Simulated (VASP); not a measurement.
# Be2C (Fm-3m) in VASP: notebook

Aim: see how the results for Be2C move with the level of theory and the settings. Levels: PBE+D4, PBE, PBEsol. Tasks: single point.

Everything below comes from runs of VASP 6.6.1. Logs are shortened: lines on timing, memory, paths and dates and some standing lists are left out, and cuts for length are marked.

## 1. The cell of the first run

The structure is cubic, space group Fm-3m (No. 225). Conventional cell: a = 4.321 Å, b = 4.321 Å, c = 4.321 Å, α = 90.00°, β = 90.00°, γ = 90.00°. Within 2.5 Å of C (site symmetry m-3m) lie 8 Be at 1.87 Å. Be (site symmetry -43m) has 4 C at 1.87 Å and 6 Be at 2.16 Å within 2.5 Å.

## 2. Single point, PBE+D4

File INCAR:

```
ALGO = Normal
EDIFF = 1E-6
ENCUT = 600
GGA = PE
GGA_COMPAT = False
ISIF = 2
ISMEAR = 0
IVDW = 13
LASPH = True
LCHARG = False
LREAL = False
LWAVE = False
NBANDS = 11
NELM = 120
PREC = Accurate
SIGMA = 0.01
```

File KPOINTS:

```
k-points
0
Gamma
  8 8 8
```

File POSCAR:

```
Be2C
1.0
    0.0000000000      2.1604856385      2.1604856385
    2.1604856385      0.0000000000      2.1604856385
    2.1604856385      2.1604856385      0.0000000000
C Be
1 2
Direct
    0.0000000000      0.0000000000      0.0000000000
    0.2500000000      0.2500000000      0.2500000000
    0.7500000000      0.7500000000      0.7500000000
```

Potentials or basis: VASP PAW PBE potentials, release 64 (C, Be).

Command:

```bash
> cat potpaw_PBE.64/C/POTCAR potpaw_PBE.64/Be/POTCAR > POTCAR
> mpirun -np 1 vasp_std > vasp.out
```

OUTCAR:

```text
EDIFF = 1E-6
   ENCUT = 600
   GGA = PE
   ISIF = 2
   ISMEAR = 0
   IVDW = 13
   LASPH = True
   LREAL = False
   NELM = 120
   PREC = Accurate

 ion  position               nearest neighbor table
   1  0.000  0.000  0.000-   3 1.87   3 1.87   3 1.87   2 1.87   3 1.87   2 1.87   2 1.87   2 1.87

   2  0.250  0.250  0.250-   1 1.87   1 1.87   1 1.87   1 1.87   3 2.16   3 2.16   3 2.16   3 2.16
                             3 2.16   3 2.16
   3  0.750  0.750  0.750-   1 1.87   1 1.87   1 1.87   1 1.87   2 2.16   2 2.16   2 2.16   2 2.16
                             2 2.16   2 2.16

  LATTYP: Found a face centered cubic cell.
 ALAT       =     4.3209712770

  Lattice vectors:

 A1 = (   0.0000000000,   2.1604856385,   2.1604856385)
 A2 = (   2.1604856385,   0.0000000000,   2.1604856385)
 A3 = (   2.1604856385,   2.1604856385,   0.0000000000)

Analysis of symmetry for initial positions (statically):
=====================================================================
 Subroutine PRICEL returns:
 Original cell was already a primitive cell.

 Routine SETGRP: Setting up the symmetry group for a
 face centered cubic supercell.

 Subroutine GETGRP returns: Found 48 space group operations
 (whereof 48 operations were pure point group operations)
 out of a pool of 48 trial point group operations.

The static configuration has the point symmetry O_h .

Analysis of symmetry for dynamics (positions and initial velocities):
=====================================================================
 Subroutine PRICEL returns:
 Original cell was already a primitive cell.

 Routine SETGRP: Setting up the symmetry group for a
 face centered cubic supercell.

 Subroutine GETGRP returns: Found 48 space group operations
 (whereof 48 operations were pure point group operations)
 out of a pool of 48 trial point group operations.

The dynamic configuration has the point symmetry O_h .

 Subroutine INISYM returns: Found 48 space group operations
 (whereof 48 operations are pure point group operations),
 and found     1 'primitive' translations

----------------------------------------------------------------------------------------

                                     Primitive cell

  volume of cell :      20.1690

  direct lattice vectors                    reciprocal lattice vectors
     0.000000000  2.160485638  2.160485638    -0.231429449  0.231429449  0.231429449
     2.160485638  0.000000000  2.160485638     0.231429449 -0.231429449  0.231429449
     2.160485638  2.160485638  0.000000000     0.231429449  0.231429449 -0.231429449

  length of vectors
     3.055388091  3.055388091  3.055388091     0.400847563  0.400847563  0.400847563

  position of ions in fractional coordinates (direct lattice)
     0.000000000  0.000000000  0.000000000
     0.250000000  0.250000000  0.250000000
     0.750000000  0.750000000  0.750000000

  ion indices of the primitive-cell ions
   primitive index   ion index
                 1           1
                 2           2
                 3           3

----------------------------------------------------------------------------------------

 KPOINTS: k-points

Automatic generation of k-mesh.
 Grid dimensions read from file:
 generate k-points for:    8    8    8

 Generating k-lattice:

  Cartesian coordinates                     Fractional coordinates (reciprocal lattice)
    -0.028928681  0.028928681  0.028928681     0.125000000  0.000000000  0.000000000
     0.028928681 -0.028928681  0.028928681     0.000000000  0.125000000  0.000000000
     0.028928681  0.028928681 -0.028928681     0.000000000  0.000000000  0.125000000

  Length of vectors
     0.050105945  0.050105945  0.050105945

  Shift w.r.t. Gamma in fractional coordinates (k-lattice)
     0.000000000  0.000000000  0.000000000

 Subroutine IBZKPT returns following result:
 ===========================================

 Found     29 irreducible k-points:

 Following reciprocal coordinates:
            Coordinates               Weight
  0.000000  0.000000  0.000000      1.000000
  0.125000  0.000000  0.000000      8.000000
  0.250000  0.000000  0.000000      8.000000
  0.375000  0.000000  0.000000      8.000000
  0.500000  0.000000  0.000000      4.000000
  0.125000  0.125000  0.000000      6.000000
[... 16 lines left out ...]
  0.500000  0.250000  0.125000     48.000000
 -0.375000  0.250000  0.125000     24.000000
 [... further k-points ...]
   k-points           NKPTS =     29   k-points in BZ     NKDIM =     29   number of bands    NBANDS=     11
   number of dos      NEDOS =    301   number of ions     NIONS =      3
   total plane-waves  NPLWV =  13824
   dimension x,y,z NGX =    24 NGY =   24 NGZ =   24
   dimension x,y,z NGXF=    48 NGYF=   48 NGZF=   48
   ions per type =               1   2
   NGX,Y,Z   is equivalent  to a cutoff of  13.06, 13.06, 13.06 a.u.
   NGXF,Y,Z  is equivalent  to a cutoff of  26.12, 26.12, 26.12 a.u.
 SYSTEM =  unknown system
   PREC   = accura    normal or accurate (medium, high low for compatibility)
   ISTART =      0    job   : 0-new  1-cont  2-samecut
   ICHARG =      2    charge: 1-file 2-atom 10-const
   ISPIN  =      1    spin polarized calculation?
   LNONCOLLINEAR =      F non collinear calculations
   LSORBIT =      F    spin-orbit coupling
   LASPH  =      T    aspherical Exc in radial PAW
   ENCUT  =  600.0 eV  44.10 Ry    6.64 a.u.   6.10  6.10  6.10*2*pi/ulx,y,z
   NELM   =    120;   NELMIN=  2; NELMDL= -5     # of ELM steps
   EDIFF  = 0.1E-05   stopping-criterion for ELM
   LREAL  =      F    real-space projection
   EDIFFG = 0.1E-04   stopping-criterion for IOM
   NSW    =      0    number of steps for IOM
   IBRION =     -1    ionic relax: 0-MD 1-quasi-New 2-CG
   NFREE  =      0    steps in history (QN), initial steepest desc. (CG)
   ISIF   =      2    stress and relaxation
   ISYM   =      2    0-nonsym 1-usesym 2-fastsym
   POTIM  = 0.5000    time-step for ionic-motion
   TEBEG  =    0.0;   TEEND  =   0.0 temperature during run
   PSTRESS=    0.0 pullay stress
   NELECT =       8.0000    total number of electrons
   NUPDOWN=      -1.0000    fix difference up-down
   EMIN   =  10.00;   EMAX   =-10.00  energy-range for DOS
   EFERMI =   0.00;   METHOD = LEGACY
   ISMEAR =     0;   SIGMA  =   0.01  broadening in eV -4-tet -1-fermi 0-gaus
   EFERMI_NEDOS =   21; number of points for ismear=-14 and -15
   IALGO  =     38    algorithm
   IMIX   =      4    mixing-type and parameters
     AMIX     =   0.40;   BMIX     =  1.00
     AMIX_MAG =   1.60;   BMIX_MAG =  1.00
  volume/ion in A,a.u.               =       6.72        45.37
  Fermi-wavevector in a.u.,A,eV,Ry     =   1.202846  2.273050 19.685440  1.446839
  Thomas-Fermi vector in A             =   2.338616
   LORBIT       =      0    0 simple, 1 ext, 2 COOP (PROOUT), +10 PAW based schemes
   GGA     = PE    functional components
   LHFCALC =     F    Hartree Fock is set to
   AEXX    =    0.0000 exact exchange contribution
   IVDW    =    13    specifies the selected vdW correction
   LEPSILON=     F    determine dielectric tensor
   LRPA    =     F    only Hartree local field effects (RPA)
 non-spin polarized calculation
 Gauss-broadening in eV      SIGMA  =   0.01
  energy-cutoff  :      600.00
  volume of cell :       20.17
 maximum number of plane-waves:       692
   NGX = 13   NGY = 13   NGZ = 13

 number of electron       8.0000000 magnetization

 Free energy of the ion-electron system (eV)
  ---------------------------------------------------
  ext. energy  EPLUGINS =         0.00000000
  ---------------------------------------------------
  free energy    TOTEN  =       -17.45587296 eV

  energy without entropy =      -17.45587296  energy(sigma->0) =      -17.45587296

 E-fermi :   7.8798     XC(G=0): -11.4608

 val. band max:        7.7846635542   @ k =   0.0000   0.0000   0.0000
 cond. band min:       8.9444955075   @ k =   0.5000   0.5000   0.0000
 fundamental gap:      1.1598319533
 Fermi energy:         7.8797955964

 k-point     1 :       0.0000    0.0000    0.0000
  band No.  band energies     occupation
      1      -7.2970      2.00000
      2       7.7847      2.00000
      3       7.7847      2.00000
      4       7.7847      2.00000
      5      11.9233      0.00000
      6      11.9233      0.00000
      7      11.9233      0.00000
      8      14.5983      0.00000
      9      20.9980      0.00000
     10      20.9980      0.00000
     11      20.9980      0.00000

 k-point     2 :       0.1250    0.0000    0.0000
  band No.  band energies     occupation
      1      -7.0473      2.00000
      2       5.8984      2.00000
      3       7.3387      2.00000
      4       7.3387      2.00000
      5      12.5691      0.00000
      6      12.5691      0.00000
      7      13.0321      0.00000
      8      15.1848      0.00000
      9      19.6110      0.00000
     10      19.6110      0.00000
     11      21.6022      0.00000

 k-point     3 :       0.2500    0.0000    0.0000
  band No.  band energies     occupation
      1      -6.3151      2.00000
      2       2.9369      2.00000
      3       6.6128      2.00000
      4       6.6128      2.00000
      5      13.2831      0.00000
      6      13.2831      0.00000
      7      14.0017      0.00000
      8      16.4460      0.00000
      9      19.1073      0.00000
     10      19.1073      0.00000
     11      23.1189      0.00000
[... 267 lines left out ...]
 k-point    23 :       0.5000    0.2500    0.1250
  band No.  band energies     occupation
      1      -4.6611      2.00000
      2       0.8251      2.00000
      3       3.5794      2.00000
      4       4.9244      2.00000
      5      13.0043      0.00000
      6      14.6095      0.00000
      7      15.9459      0.00000
      8      17.6354      0.00000
      9      20.0519      0.00000
     10      22.7049      0.00000
     11      25.0996      0.00000

 k-point    24 :      -0.3750    0.2500    0.1250
  band No.  band energies     occupation
      1      -3.9627      2.00000
      2      -0.2882      2.00000
      3       3.6510      2.00000
      4       4.3794      2.00000
      5      12.9548      0.00000
      6      14.4043      0.00000
      7      17.6119      0.00000
      8      18.4575      0.00000
      9      19.9264      0.00000
     10      21.5418      0.00000
     11      25.2490      0.00000

 [... further k-points ...]

------------------------ aborting loop because EDIFF is reached ----------------------------------------

  DFT-D4 for vdW energy calculation

  Edisp (eV):   -0.48767

  FORCE on cell =-STRESS in cart. coord.  units (eV):
  Direction    XX          YY          ZZ          XY          YZ          ZX
  --------------------------------------------------------------------------------------
  -------------------------------------------------------------------------------------
  Total      -0.30898    -0.30898    -0.30898    -0.00000     0.00000     0.00000
  in kB     -24.54484   -24.54484   -24.54484    -0.00000     0.00000     0.00000
  external pressure =      -24.54 kB  Pullay stress =        0.00 kB

 VOLUME and BASIS-vectors are now :
 -----------------------------------------------------------------------------
  energy-cutoff  :      600.00
  volume of cell :       20.17
      direct lattice vectors                 reciprocal lattice vectors
     0.000000000  2.160485638  2.160485638    -0.231429449  0.231429449  0.231429449
     2.160485638  0.000000000  2.160485638     0.231429449 -0.231429449  0.231429449
     2.160485638  2.160485638  0.000000000     0.231429449  0.231429449 -0.231429449

 POSITION                                       TOTAL-FORCE (eV/Angst)
 -----------------------------------------------------------------------------------
      0.00000      0.00000      0.00000        -0.000000     -0.000000     -0.000000
      1.08024      1.08024      1.08024         0.000000      0.000000      0.000000
      3.24073      3.24073      3.24073         0.000000      0.000000     -0.000000
 -----------------------------------------------------------------------------------
    total drift:                               -0.000000      0.000000      0.000000

  FREE ENERGIE OF THE ION-ELECTRON SYSTEM (eV)
  ---------------------------------------------------
  free  energy   TOTEN  =       -17.9435438164 eV

  energy  without entropy=      -17.9435438164  energy(sigma->0) =      -17.94354382
```

Wall time 12 s (1 thread of AMD EPYC 7R13 (Zen 3), shared host); peak memory 0.1 GiB.

Results:

* Free energy: -17.9435 eV
* Pressure: -2.5 GPa
* Band gap on the k mesh: 1.16 eV, indirect (least direct gap 4.14 eV)
* Dispersion energy per atom: -0.163 eV

A k mesh can miss the band edges.

(Part 1 of 2 ends here.)
